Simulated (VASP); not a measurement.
Wanted: the native input for a VASP 6.6.1 run.

```
Task                   : single point
Functional             : PBE
Potentials or basis    : VASP PAW PBE potentials, release 64 (Pt)
Cutoff                 : 520 eV
k mesh                 : 14 × 14 × 14
Occupations            : fermi-dirac, width 0.1 eV
Spin                   : collinear spin, ferromagnetic start
Starting moments       : [1.2] μB
Fixed moment           : 1.2 μB
Dipole correction      : no
Further INCAR settings : ALGO = Normal; EDIFF = 1e-06; NBANDS = 15
```

The structure of Pt lies in POSCAR:

```
Pt
1.0
    0.0000000000      1.9609000000      1.9609000000
    1.9609000000      0.0000000000      1.9609000000
    1.9609000000      1.9609000000      0.0000000000
Pt
1
Direct
    0.0000000000      0.0000000000      0.0000000000
```

These files were run (other wordings do the same):

INCAR

```
PREC = Accurate ; ENCUT = 520
EDIFF = 1E-6 ; ISMEAR = -1
SIGMA = 0.1 ; LREAL = F
LASPH = T ; NELM = 150
ALGO = Normal ; ISIF = 2
LWAVE = F ; LCHARG = F
ISPIN = 2 ; MAGMOM = 1.2
LORBIT = 11 ; NUPDOWN = 1.2
LMAXMIX = 4 ; GGA = PE
NBANDS = 15
```

KPOINTS

```
Automatic mesh
0
Gamma
  14 14 14
```

Potentials or basis: VASP PAW PBE potentials, release 64 (Pt).

Launch:

```sh
$ cat potpaw_PBE.64/Pt/POTCAR > POTCAR
$ mpirun -np 1 vasp_std > vasp.out
```

Results of the run:

The pressure is 18.8 GPa and the net moment is 1.20 μB per cell. The site moments are Pt +1.17 μB and the valence electrons inside the program's atomic spheres are Pt 9.29.

Caveat: the total moment is fixed, so each spin has its own Fermi level.

Run time: 2.2 min on 1 thread of AMD EPYC 7R13 (shared host), peak memory 0.14 GiB.
